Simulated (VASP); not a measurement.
Here is a VASP 6.6.1 calculation.

Contents of INCAR:

```
PREC = Accurate
ENCUT = 520
EDIFF = 1E-8
ISMEAR = -1
SIGMA = 0.05
LREAL = False
LASPH = True
NELM = 60
ALGO = Normal
ISIF = 2
LWAVE = False
LCHARG = False
GGA = PE
NBANDS = 25
IBRION = 8
NSW = 1
```

Contents of KPOINTS:

```
regular mesh
0
Gamma
  5 5 7
```

Contents of POSCAR:

```
Ti
1.0
    4.5673748306      0.0000000000      0.0000000000
   -2.2836874153      3.9554626319      0.0000000000
    0.0000000000      0.0000000000      2.8262442700
Ti
3
Direct
    0.6666666667      0.3333333333      0.5000000000
    0.3333333333      0.6666666667      0.5000000000
    0.0000000000      0.0000000000      0.0000000000
```

Potentials or basis: VASP PAW PBE potentials, release 64 (Ti_sv).

Command:

```sh
$ cat potpaw_PBE.64/Ti_sv/POTCAR > POTCAR
$ mpirun -np 1 vasp_std > vasp.out
```

Problem. Predict the highest phonon frequency at Γ.

Solution. 222 cm⁻¹.

Phonon frequencies in cm⁻¹ (negative: imaginary):
| q point | frequencies |
| --- | --- |
| (0.000, 0.000, 0.000) | -1 -1 0 134 144 144 193 193 222 |
